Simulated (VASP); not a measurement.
Here is a VASP 6.6.1 calculation.

The input INCAR:

```
PREC = Accurate
ENCUT = 520
EDIFF = 1E-6
ISMEAR = 0
SIGMA = 0.1
LREAL = F
LASPH = T
NELM = 60
ALGO = Normal
ISIF = 2
LWAVE = F
LCHARG = T
GGA = PE
LELF = T
LVHAR = T
NBANDS = 26
```

Contents of KPOINTS:

```
regular mesh
0
Gamma
  6 6 4
```

POSCAR

```
Si4BW
1.0
    3.7748850626      0.0000000000      0.0000000000
    0.0000000000      3.7748850626      0.0000000000
    0.0000000000      0.0000000000      6.4948407449
Si B W
4 1 1
Direct
    0.5000000000      0.5000000000      0.8212223081
    0.5000000000      0.5000000000      0.1787776919
    0.5000000000      0.0000000000      0.5000000000
    0.0000000000      0.5000000000      0.5000000000
    0.5000000000      0.5000000000      0.5000000000
    0.0000000000      0.0000000000      0.0000000000
```

Potentials or basis: VASP PAW PBE potentials, release 64 (Si, B, W_sv).

Command:

```sh
$ cat potpaw_PBE.64/Si/POTCAR potpaw_PBE.64/B/POTCAR potpaw_PBE.64/W_sv/POTCAR > POTCAR
$ mpirun -np 1 vasp_std > vasp.out
```

(1) What does it give for the band gap on the k mesh?

(2) What does it give for the pressure?

## Answers

(1) zero (an odd number of electrons rules out a gap without spin polarisation).

(2) 0.1 GPa.

Caveat: spin-orbit coupling is left out, which moves the levels of the heavy elements.
